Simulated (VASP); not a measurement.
# SnSe2 (Cm) in VASP: notebook, part 2 of 2

VASP 6.6.1. Earlier steps stand in the parts before.

## (4) Single point, PBE

Input file INCAR:

```
PREC = Accurate
ENCUT = 520
EDIFF = 1E-6
ISMEAR = 0
SIGMA = 0.01
LREAL = F
LASPH = T
NELM = 60
ALGO = Normal
ISIF = 2
LWAVE = F
LCHARG = F
GGA = PE
NBANDS = 20
```

Input file KPOINTS:

```
Automatic mesh
0
Gamma
  6 6 4
```

Input file POSCAR:

```
SnSe2
1.0
    3.8110000000      0.0000000000      0.0000000000
   -1.9055000000      3.3004200000      0.0000000000
    0.0000000000      0.0000000000      6.1360000000
Sn Se
1 2
Direct
    0.0000000000      0.0000000000      0.0000000000
    0.3333333333      0.6666666667      0.2490000000
    0.6742414602      0.3484829204      0.7510000000
```

Potentials or basis: VASP PAW PBE potentials, release 64 (Sn_d, Se).

Run with:

```sh
$ cat potpaw_PBE.64/Sn_d/POTCAR potpaw_PBE.64/Se/POTCAR > POTCAR
$ mpirun -np 1 vasp_std > vasp.out
```

OUTCAR:

```text
PREC = Accurate
   ENCUT = 520
   EDIFF = 1E-6
   ISMEAR = 0
   LREAL = F
   LASPH = T
   NELM = 60
   ISIF = 2
   GGA = PE

 ion  position               nearest neighbor table
   1  0.000  0.000  0.000-   3 2.64   2 2.68   2 2.68   2 2.68   3 2.70   3 2.70
   2  0.333  0.667  0.249-   1 2.68   1 2.68   1 2.68
   3  0.674  0.348  0.751-   1 2.64   1 2.70   1 2.70

  LATTYP: Found a hexagonal cell.
 ALAT       =     3.8110000000
 C/A-ratio  =     1.6100760955

  Lattice vectors:

 A1 = (   3.8110000000,   0.0000000000,   0.0000000000)
 A2 = (  -1.9055000000,   3.3004200000,   0.0000000000)
 A3 = (   0.0000000000,   0.0000000000,   6.1360000000)

Analysis of symmetry for initial positions (statically):
=====================================================================
 Subroutine PRICEL returns:
 Original cell was already a primitive cell.

 Routine SETGRP: Setting up the symmetry group for a
 hexagonal supercell.

 Subroutine GETGRP returns: Found  2 space group operations
 (whereof  2 operations were pure point group operations)
 out of a pool of 24 trial point group operations.

The static configuration has the point symmetry C_1h.

Analysis of symmetry for dynamics (positions and initial velocities):
=====================================================================
 Subroutine PRICEL returns:
 Original cell was already a primitive cell.

 Routine SETGRP: Setting up the symmetry group for a
 hexagonal supercell.

 Subroutine GETGRP returns: Found  2 space group operations
 (whereof  2 operations were pure point group operations)
 out of a pool of 24 trial point group operations.

The dynamic configuration has the point symmetry C_1h.

 Subroutine INISYM returns: Found  2 space group operations
[... 105 lines left out ...]
   ISIF   =      2    stress and relaxation
   ISYM   =      2    0-nonsym 1-usesym 2-fastsym
   POTIM  = 0.5000    time-step for ionic-motion
   TEBEG  =    0.0;   TEEND  =   0.0 temperature during run
   PSTRESS=    0.0 pullay stress
   NELECT =      26.0000    total number of electrons
   NUPDOWN=      -1.0000    fix difference up-down
   EMIN   =  10.00;   EMAX   =-10.00  energy-range for DOS
   EFERMI =   0.00;   METHOD = LEGACY
   ISMEAR =     0;   SIGMA  =   0.01  broadening in eV -4-tet -1-fermi 0-gaus
   EFERMI_NEDOS =   21; number of points for ismear=-14 and -15
   IALGO  =     38    algorithm
   IMIX   =      4    mixing-type and parameters
     AMIX     =   0.40;   BMIX     =  1.00
     AMIX_MAG =   1.60;   BMIX_MAG =  1.00
  volume/ion in A,a.u.               =      25.73       173.61
  Fermi-wavevector in a.u.,A,eV,Ry     =   1.139116  2.152618 17.654732  1.297586
  Thomas-Fermi vector in A             =   2.275820
   LORBIT       =      0    0 simple, 1 ext, 2 COOP (PROOUT), +10 PAW based schemes
   GGA     = PE    functional components
   LHFCALC =     F    Hartree Fock is set to
   AEXX    =    0.0000 exact exchange contribution
   IVDW    =     0    specifies the selected vdW correction
   LEPSILON=     F    determine dielectric tensor
   LRPA    =     F    only Hartree local field effects (RPA)
 non-spin polarized calculation
 Gauss-broadening in eV      SIGMA  =   0.01
  energy-cutoff  :      520.00
  volume of cell :       77.18
 maximum number of plane-waves:      2109
   NGX = 15   NGY = 15   NGZ = 23

 number of electron      26.0000006 magnetization

 Free energy of the ion-electron system (eV)
  ---------------------------------------------------
  ext. energy  EPLUGINS =         0.00000000
  ---------------------------------------------------
  free energy    TOTEN  =       -11.73184347 eV

  energy without entropy =      -11.73184347  energy(sigma->0) =      -11.73184347

 E-fermi :   4.2476     XC(G=0):  -9.4532

 val. band max:        4.1728021885   @ k =   0.0000   0.0000   0.0000
 cond. band min:       4.9822163078   @ k =   0.5000  -0.0000   0.2500
 fundamental gap:      0.8094141193
 Fermi energy:         4.2476441546

 k-point     1 :       0.0000    0.0000    0.0000
  band No.  band energies     occupation
      1     -17.1005      2.00000
      2     -17.0984      2.00000
      3     -17.0612      2.00000
      4     -17.0456      2.00000
      5     -17.0456      2.00000
      6      -9.8279      2.00000
[... 541 lines left out ...]
     19      13.5749      0.00000
     20      15.5292      0.00000

 [... further k-points ...]
[... 5 lines left out ...]
  --------------------------------------------------------------------------------------
  -------------------------------------------------------------------------------------
  Total        2.4339181      2.6033423      3.1943200      0.0000000      0.3317658      0.0000000
  in kB       50.5269447     54.0441079     66.3125145      0.0000000      6.8872955      0.0000000
  external PRESSURE =      56.9611891 kB  Pullay stress =       0.0000000 kB

 VOLUME and BASIS-vectors are now :
 -----------------------------------------------------------------------------
  energy-cutoff  :      520.00
  volume of cell :       77.18
      direct lattice vectors                 reciprocal lattice vectors
     3.811000000  0.000000000  0.000000000     0.262398321  0.151495870  0.000000000
    -1.905500000  3.300420000  0.000000000     0.000000000  0.302991740  0.000000000
     0.000000000  0.000000000  6.136000000     0.000000000  0.000000000  0.162972621

 POSITION                                       TOTAL-FORCE (eV/Angst)
 -----------------------------------------------------------------------------------
      0.00000      0.00000      0.00000         0.000000      0.182126      0.015492
     -0.00000      2.20028      1.52786         0.000000      0.038152      0.796053
      1.90550      1.15014      4.60814        -0.000000     -0.220278     -0.811546
 -----------------------------------------------------------------------------------
    total drift:                                0.000000     -0.000001      0.000009

  FREE ENERGIE OF THE ION-ELECTRON SYSTEM (eV)
  ---------------------------------------------------
  free  energy   TOTEN  =       -11.7318434674 eV

  energy  without entropy=      -11.7318434674  energy(sigma->0) =      -11.73184347
```

OSZICAR:

```text
N       E                     dE             d eps       ncg     rms          rms(c)
DAV:   1     0.208985981365E+03    0.20899E+03   -0.12246E+04  1936   0.148E+03
DAV:   2     0.121300631589E+02   -0.19686E+03   -0.18930E+03  2004   0.394E+02
DAV:   3    -0.111530431254E+02   -0.23283E+02   -0.22880E+02  2260   0.115E+02
DAV:   4    -0.119893653062E+02   -0.83632E+00   -0.83478E+00  2188   0.231E+01
DAV:   5    -0.120099439632E+02   -0.20579E-01   -0.20577E-01  2648   0.377E+00    0.524E+00
DAV:   6    -0.117524362999E+02    0.25751E+00   -0.49869E-01  2820   0.754E+00    0.338E+00
DAV:   7    -0.117315183219E+02    0.20918E-01   -0.17030E-01  2268   0.264E+00    0.102E+00
DAV:   8    -0.117312834133E+02    0.23491E-03   -0.13168E-02  2392   0.116E+00    0.291E-01
DAV:   9    -0.117318039812E+02   -0.52057E-03   -0.16017E-03  2156   0.303E-01    0.891E-02
DAV:  10    -0.117318102839E+02   -0.63027E-05   -0.11196E-04  2468   0.765E-02    0.348E-02
DAV:  11    -0.117318427635E+02   -0.32480E-04   -0.43648E-05  2096   0.367E-02    0.679E-03
DAV:  12    -0.117318434674E+02   -0.70391E-06   -0.21764E-06  2060   0.109E-02
   1 F= -.11731843E+02 E0= -.11731843E+02  d E =-.184858E-28
```

Run time: 56 s. Hardware: 1 thread of AMD EPYC 7R43 (Zen 3), shared host; peak memory 0.19 GiB.

What came out:

- Free energy: -11.7318 eV
- Pressure: 5.7 GPa
- Largest force: 0.841 eV/Å
- Band gap on the k mesh: 0.81 eV, indirect (least direct gap 1.09 eV)

Forces on the atoms (eV/Å):
```
Sn   0.000  0.182  0.015
Se   0.000  0.038  0.796
Se   0.000 -0.220 -0.812
```

Stress tensor (GPa, compression positive):
```
5.05 0.00 0.00
0.00 5.40 0.69
0.00 0.69 6.63
```

Caveat: spin-orbit coupling is left out, which moves the levels of the heavy elements; this functional lacks dispersion, which binds the layers, so the pressure and a relaxed spacing across them are unreliable. A k mesh can miss the band edges.
